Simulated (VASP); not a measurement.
NaLiB2:

```
Na Li B
1.0
     4.27355    0.00000    0.00000
    -2.13677    3.70100    0.00000
     0.00000    0.00000    3.29906
Na Li B
1 1 2
Direct
  0.33333 0.66667 0.50000
  0.00000 0.00000 0.00000
  0.66667 0.33333 0.00000
  0.66667 0.33333 0.50000
```

* Program: VASP 6.6.1
* Task: relaxation of cell and atoms
* Functional: PBE
* Potentials or basis: VASP PAW PBE potentials, release 64 (Na_pv, Li_sv, B)
* Cutoff: 600 eV
* k mesh: 12 × 12 × 12
* Occupations: gaussian, width 0.1 eV
* Spin: no spin polarisation

At the start: pressure -3.2 GPa; volume 13.04 Å³/atom.

Q: Where does the relaxation end?

A: Over 10 steps the energy falls by 48.8 meV/atom and the volume is 13.29 Å³/atom (+1.8 %); space group P-6m2 (No. 187, to 0.05 Å).

The path:
```csv
step,energy change (eV),largest force (eV/Å),pressure (GPa),volume (Å³)
1,0.0000,0.0000,-3.25,52.18
2,-0.1050,0.0000,6.29,50.05
3,-0.1782,0.0000,2.09,50.88
4,-0.1781,0.0000,2.23,50.85
5,-0.1909,0.0000,1.03,51.98
6,-0.1947,0.0000,0.28,52.81
7,-0.1950,0.0000,0.08,53.08
8,-0.1951,0.0000,0.05,53.13
9,-0.1951,0.0000,-0.03,53.15
10,-0.1951,0.0000,-0.01,53.14
```

Final structure:
```cif
data_structure
_symmetry_space_group_name_H-M 'P 1'
_symmetry_Int_Tables_number 1
_cell_length_a 4.4108
_cell_length_b 4.4108
_cell_length_c 3.1541
_cell_angle_alpha 90.000
_cell_angle_beta 90.000
_cell_angle_gamma 120.000
_cell_volume 53.14
loop_
_atom_site_label
_atom_site_type_symbol
_atom_site_fract_x
_atom_site_fract_y
_atom_site_fract_z
_atom_site_occupancy
Na1 Na 0.33333 0.66667 0.50000 1
Li1 Li 0.00000 0.00000 0.00000 1
B1 B 0.66667 0.33333 0.00000 1
B2 B 0.66667 0.33333 0.50000 1
```

Caveat: the cutoff is under 1.25 times the usual one of these potentials, so pressure, stress and relaxed cells hold a basis-set (Pulay) error.
